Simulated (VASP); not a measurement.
Write the native input for VASP 6.6.1 that does the following.

```
Task                   : single point
Functional             : PBE
Potentials or basis    : VASP PAW PBE potentials, release 64 (Mn_pv, O)
Cutoff                 : 520 eV
k mesh                 : 14 × 14 × 8
Occupations            : fermi-dirac, width 0.05 eV
Spin                   : collinear spin, ferromagnetic start
Starting moments       : [4.0, 4.0, 0.0, 0.0] μB
Dipole correction      : no
Further INCAR settings : ALGO = Normal; EDIFF = 1e-07; NBANDS = 31
```

The structure of MnO lies in POSCAR:

```
MnO
1.0
    3.3028713931      0.0000000000      0.0000000000
   -1.6514356965      2.8603705318      0.0000000000
    0.0000000000      0.0000000000      5.2755609885
Mn O
2 2
Direct
    0.3333333333      0.6666666667      0.0109600000
    0.6666666667      0.3333333333      0.5109600000
    0.3333333333      0.6666666667      0.3754700000
    0.6666666667      0.3333333333      0.8754700000
```

One way to write it, as run:

INCAR

```
SYSTEM = MnO
  PREC = Accurate
  ENCUT = 520
  EDIFF = 1E-7
  ISMEAR = -1
  SIGMA = 0.05
  LREAL = .FALSE.
  LASPH = .TRUE.
  NELM = 150
  ALGO = Normal
  ISIF = 2
  LWAVE = .FALSE.
  LCHARG = .FALSE.
  ISPIN = 2
  MAGMOM = 4 4 0 0
  LORBIT = 11
  LMAXMIX = 4
  GGA = PE
  NBANDS = 31
```

KPOINTS

```
regular mesh
0
G
  14 14 8
  0 0 0
```

Potentials or basis: VASP PAW PBE potentials, release 64 (Mn_pv, O).

Command:

```bash
$ cat potpaw_PBE.64/Mn_pv/POTCAR potpaw_PBE.64/O/POTCAR > POTCAR
$ mpirun -np 1 vasp_std > vasp.out
```

Results of the run:

The pressure is 15.8 GPa. The largest force is 0.832 eV/Å, the net moment is 9.90 μB per cell and the site moments are Mn +4.36; O +0.21 μB. The valence electrons inside the program's atomic spheres are Mn 11.50; O 5.05.

Caveat: the stress differs along the axes, from 12 to 23 GPa; the run started ferromagnetic, and an antiferromagnetic order may lie lower in energy.

Run time: 7.7 min on 1 thread of Intel(R) Xeon(R) Platinum 8259CL CPU @ 2.50GHz (Skylake/Cascade Lake), with other jobs on the host, peak memory 0.37 GiB.
